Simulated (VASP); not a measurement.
# ZnCu (Pm-3m) in VASP: notebook, part 2 of 2

VASP 6.6.1. The steps go on from the part before.

## Step 3: Electric field gradients, PBEsol (12.52 Å³/atom)

This run uses another cell than the first one, of 12.52 Å³/atom.

INCAR reads:

```
PREC = Accurate ; ENCUT = 520
EDIFF = 1E-8 ; ISMEAR = -1
SIGMA = 0.05 ; LREAL = F
LASPH = T ; NELM = 60
ALGO = Normal ; ISIF = 2
LWAVE = F ; LCHARG = F
GGA = PS ; LEFG = T
NBANDS = 18
```

KPOINTS reads:

```
regular mesh
0
Gamma
  14 14 14
```

POSCAR reads:

```
ZnCu
1.0
    2.9252343038      0.0000000000      0.0000000000
    0.0000000000      2.9252343038      0.0000000000
    0.0000000000      0.0000000000      2.9252343038
Zn Cu
1 1
Direct
    0.5000000000      0.5000000000      0.5000000000
    0.0000000000      0.0000000000      0.0000000000
```

Potentials or basis: VASP PAW PBE potentials, release 64 (Zn, Cu).

On the command line:

```sh
cat potpaw_PBE.64/Zn/POTCAR potpaw_PBE.64/Cu/POTCAR > POTCAR
mpirun -np 1 vasp_std > vasp.out
```

OUTCAR:

```text
PREC = Accurate
   ENCUT = 520
   EDIFF = 1E-8
   ISMEAR = -1
   LREAL = F
   LASPH = T
   NELM = 60
   ISIF = 2
   GGA = PS

 ion  position               nearest neighbor table
   1  0.500  0.500  0.500-   2 2.53   2 2.53   2 2.53   2 2.53   2 2.53   2 2.53   2 2.53   2 2.53

   2  0.000  0.000  0.000-   1 2.53   1 2.53   1 2.53   1 2.53   1 2.53   1 2.53   1 2.53   1 2.53

  LATTYP: Found a simple cubic cell.
 ALAT       =     2.9252343038

  Lattice vectors:

 A1 = (   2.9252343038,   0.0000000000,   0.0000000000)
 A2 = (   0.0000000000,   2.9252343038,   0.0000000000)
 A3 = (   0.0000000000,   0.0000000000,   2.9252343038)

[... 715 lines left out ...]
  free  energy   TOTEN  =        -6.0986288968 eV

  energy  without entropy=       -6.0958358553  energy(sigma->0) =       -6.09723238

 Electric field gradients (V/A^2)
---------------------------------------------------------------------
 ion       V_xx      V_yy      V_zz      V_xy      V_xz      V_yz
---------------------------------------------------------------------
   1       0.000    -0.000    -0.000    -0.000    -0.000    -0.000
   2      -0.000    -0.000     0.000     0.000    -0.000    -0.000
---------------------------------------------------------------------

 Electric field gradients after diagonalization (V/A^2)
 (convention: |V_zz| > |V_xx| > |V_yy|)
----------------------------------------------------------------------
 ion       V_xx      V_yy      V_zz     asymmetry (V_yy - V_xx)/ V_zz
----------------------------------------------------------------------
   1      -0.000     0.000    -0.000      -0.357
   2      -0.000    -0.000     0.000       0.136
----------------------------------------------------------------------

           NMR quadrupolar parameters

 Cq : quadrupolar parameter    Cq=e*Q*V_zz/h
 eta: asymmetry parameters     (V_yy - V_xx)/ V_zz
 Q  : nuclear electric quadrupole moment in mb (millibarn)
----------------------------------------------------------------------
 ion       Cq(MHz)       eta       Q (mb)
----------------------------------------------------------------------
   1      -0.000      -0.357       1.000
   2       0.000       0.136       1.000
----------------------------------------------------------------------
```

OSZICAR:

```text
N       E                     dE             d eps       ncg     rms          rms(c)
DAV:   1     0.114743352594E+03    0.11474E+03   -0.11328E+04  4624   0.213E+03
DAV:   2    -0.240174358378E+01   -0.11715E+03   -0.11231E+03  4336   0.302E+02
DAV:   3    -0.739183217045E+01   -0.49901E+01   -0.49497E+01  4814   0.768E+01
DAV:   4    -0.743147808338E+01   -0.39646E-01   -0.39630E-01  4920   0.639E+00
DAV:   5    -0.743200884973E+01   -0.53077E-03   -0.53075E-03  4782   0.763E-01    0.104E+01
DAV:   6    -0.723417889006E+01    0.19783E+00   -0.17674E+01  4604   0.101E+02    0.660E+00
DAV:   7    -0.611004440312E+01    0.11241E+01   -0.37401E+00  4668   0.106E+02    0.230E+00
DAV:   8    -0.610851254189E+01    0.15319E-02   -0.17367E-01  5798   0.556E+00    0.128E+00
DAV:   9    -0.609870981477E+01    0.98027E-02   -0.10108E-02  5364   0.214E+00    0.882E-02
DAV:  10    -0.609863945496E+01    0.70360E-04   -0.90941E-04  6468   0.714E-01    0.476E-02
DAV:  11    -0.609862952922E+01    0.99257E-05   -0.10405E-04  5570   0.292E-01    0.104E-02
DAV:  12    -0.609862901668E+01    0.51254E-06   -0.61942E-06  5756   0.473E-02    0.832E-04
DAV:  13    -0.609862888954E+01    0.12713E-06   -0.19560E-07  4562   0.582E-03    0.104E-03
DAV:  14    -0.609862891406E+01   -0.24516E-07   -0.20555E-08  3136   0.369E-03    0.150E-04
DAV:  15    -0.609862889512E+01    0.18940E-07   -0.52801E-09  2360   0.107E-03    0.105E-04
DAV:  16    -0.609862889677E+01   -0.16516E-08   -0.14241E-09  2310   0.716E-04
   1 F= -.60986289E+01 E0= -.60972324E+01  d E =-.279304E-02
```

stdout:

```text
POSCAR found type information on POSCAR ZnCu
 POSCAR found :  2 types and       2 ions
 scaLAPACK will be used
 -----------------------------------------------------------------------------
|                                                                             |
|                                                                             |
|     You enforced a specific xc type in the INCAR file but a different       |
|     I HOPE YOU KNOW WHAT YOU ARE DOING!                                     |
|                                                                             |
 -----------------------------------------------------------------------------

 LDA part: xc-table for (Slater+PW92), standard interpolation
 POSCAR, INCAR and KPOINTS ok, starting setup
 FFT: planning ... GRIDC
 FFT: planning ... GRID_SOFT
 FFT: planning ... GRID
 WAVECAR not read
 entering main loop
ion   1

ion   2
```

Wall time 25 s (1 thread of Intel Xeon Platinum 8488C (Sapphire Rapids), shared host); peak memory 0.17 GiB.

Results:

```
Free energy                             : -6.0986 eV
Pressure                                : -1.6 GPa
Band gap on the k mesh                  : zero (an odd number of electrons rules out a gap without spin polarisation)
Largest electric field gradient by atom : zero within the noise of the run
```

Caveat: the PAW data sets were made with another functional, which shifts forces and pressure a little.

## Step 4: Electric field gradients, PBEsol (12.90 Å³/atom)

This run uses another cell than the first one, of 12.90 Å³/atom.

INCAR reads:

```
SYSTEM = ZnCu
PREC = Accurate ; ENCUT = 520
EDIFF = 1E-8 ; ISMEAR = -1
SIGMA = 0.05 ; LREAL = .False.
LASPH = .True. ; NELM = 100
ALGO = Normal ; ISIF = 2
LWAVE = .False. ; LCHARG = .False.
GGA = PS ; LEFG = .True.
NBANDS = 18
```

KPOINTS reads:

```
Automatic mesh
0
Gamma
  14 14 14
  0 0 0
```

POSCAR reads:

```
ZnCu
1.0
    2.9547841250      0.0000000000      0.0000000000
    0.0000000000      2.9547841250      0.0000000000
    0.0000000000      0.0000000000      2.9547841250
Zn Cu
1 1
Direct
    0.5000000000      0.5000000000      0.5000000000
    0.0000000000      0.0000000000      0.0000000000
```

Potentials or basis: VASP PAW PBE potentials, release 64 (Zn, Cu).

On the command line:

```sh
cat potpaw_PBE.64/Zn/POTCAR potpaw_PBE.64/Cu/POTCAR > POTCAR
mpirun -np 1 vasp_std > vasp.out
```

OUTCAR:

```text
SYSTEM = ZnCu
   PREC = Accurate
   ENCUT = 520
   EDIFF = 1E-8
   ISMEAR = -1
   LREAL = .False.
   LASPH = .True.
   NELM = 100
   ISIF = 2
   GGA = PS

 ion  position               nearest neighbor table
   1  0.500  0.500  0.500-   2 2.56   2 2.56   2 2.56   2 2.56   2 2.56   2 2.56   2 2.56   2 2.56

   2  0.000  0.000  0.000-   1 2.56   1 2.56   1 2.56   1 2.56   1 2.56   1 2.56   1 2.56   1 2.56

  LATTYP: Found a simple cubic cell.
 ALAT       =     2.9547841250

  Lattice vectors:

 A1 = (   2.9547841250,   0.0000000000,   0.0000000000)
[... 718 lines left out ...]
  free  energy   TOTEN  =        -6.0822374685 eV

  energy  without entropy=       -6.0793089041  energy(sigma->0) =       -6.08077319

 Electric field gradients (V/A^2)
---------------------------------------------------------------------
 ion       V_xx      V_yy      V_zz      V_xy      V_xz      V_yz
---------------------------------------------------------------------
   1      -0.000    -0.000    -0.000    -0.000     0.000    -0.000
   2      -0.000    -0.000     0.000    -0.000     0.000     0.000
---------------------------------------------------------------------

 Electric field gradients after diagonalization (V/A^2)
 (convention: |V_zz| > |V_xx| > |V_yy|)
----------------------------------------------------------------------
 ion       V_xx      V_yy      V_zz     asymmetry (V_yy - V_xx)/ V_zz
----------------------------------------------------------------------
   1      -0.000    -0.000    -0.000      -0.424
   2      -0.000    -0.000     0.000       0.014
----------------------------------------------------------------------

           NMR quadrupolar parameters

 Cq : quadrupolar parameter    Cq=e*Q*V_zz/h
 eta: asymmetry parameters     (V_yy - V_xx)/ V_zz
 Q  : nuclear electric quadrupole moment in mb (millibarn)
----------------------------------------------------------------------
 ion       Cq(MHz)       eta       Q (mb)
----------------------------------------------------------------------
   1      -0.000      -0.424       1.000
   2       0.000       0.014       1.000
----------------------------------------------------------------------
```

stdout:

```text
POSCAR found type information on POSCAR ZnCu
 POSCAR found :  2 types and       2 ions
 scaLAPACK will be used
 -----------------------------------------------------------------------------
|                                                                             |
|                                                                             |
|     You enforced a specific xc type in the INCAR file but a different       |
|     I HOPE YOU KNOW WHAT YOU ARE DOING!                                     |
|                                                                             |
 -----------------------------------------------------------------------------

 LDA part: xc-table for (Slater+PW92), standard interpolation
 POSCAR, INCAR and KPOINTS ok, starting setup
 FFT: planning ... GRIDC
 FFT: planning ... GRID_SOFT
 FFT: planning ... GRID
 WAVECAR not read
 entering main loop
ion   1

ion   2
```

Wall time 25 s (1 thread of Intel Xeon Platinum 8488C (Sapphire Rapids), shared host); peak memory 0.18 GiB.

What came out:

```yaml
Free_energy: -6.0822 eV
Pressure: -5.2 GPa
Band_gap_on_the_k_mesh: zero (an odd number of electrons rules out a gap without spin polarisation)
Largest_electric_field_gradient_by_atom: zero within the noise of the run
```

Caveat: the cell stands under tension; the PAW data sets were made with another functional, which shifts forces and pressure a little.

## Step 5: Summary

| cell | gap on the mesh (eV) | pressure (GPa) |
| --- | --- | --- |
| a = 2.885 Å, 2 atoms | none | 4.3 |
| a = 2.925 Å, 2 atoms | none | -1.6 |
| a = 2.955 Å, 2 atoms | none | -5.2 |

Alike in all rows: task electric field gradients; level PBEsol; potentials or basis VASP PAW PBE potentials, release 64 (Zn, Cu); no spin polarisation; k mesh 14 × 14 × 14; cutoff (eV) 520; smearing fermi-dirac 0.05 eV.

Caveats: the PAW data sets were made with another functional, which shifts forces and pressure a little; the cell stands under pressure (at least some runs); the cell stands under tension (at least some runs).

Total energies depend on the potentials used, so only differences within one code and one set of settings carry meaning.
